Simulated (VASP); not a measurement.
A run of VASP 6.6.1:

INCAR

```
  PREC = Accurate
  ENCUT = 600
  EDIFF = 1E-7
  ISMEAR = 0
  SIGMA = 0.1
  LREAL = F
  LASPH = T
  NELM = 100
  ALGO = Normal
  ISIF = 3
  LWAVE = F
  LCHARG = F
  GGA = PE
  IBRION = 2
  NSW = 100
  EDIFFG = -0.01
```

File KPOINTS:

```
regular mesh
0
Gamma
  10 10 6
```

The input POSCAR:

```
PrHRh3
1.0
    3.5242147169      0.0000000000      0.0000000000
    0.0000000000      3.5242147169      0.0000000000
    0.0000000000      0.0000000000      6.1387526395
Pr H Rh
1 1 3
Direct
    0.5000000000      0.5000000000      0.5000000000
    0.0000000000      0.0000000000      0.5000000000
    0.5000000000      0.5000000000      0.0000000000
    0.0000000000      0.0000000000      0.7979224083
    0.0000000000      0.0000000000      0.2020775917
```

Potentials or basis: VASP PAW PBE potentials, release 64 (Pr, H, Rh_pv).

The run is started by

```sh
$ cat potpaw_PBE.64/Pr/POTCAR potpaw_PBE.64/H/POTCAR potpaw_PBE.64/Rh_pv/POTCAR > POTCAR
$ mpirun -np 1 vasp_std > vasp.out
```

Hardware: 1 thread of AMD EPYC 9R45 96-Core Processor (Zen 5) (shared host).

Task: Estimate the wall time of this run.

Result: Wall time 39 min on 1 thread of AMD EPYC 9R45 96-Core Processor (Zen 5), on a shared host, peak memory 0.37 GiB. Counts: scf iterations 216, k points 84, ion steps 10.
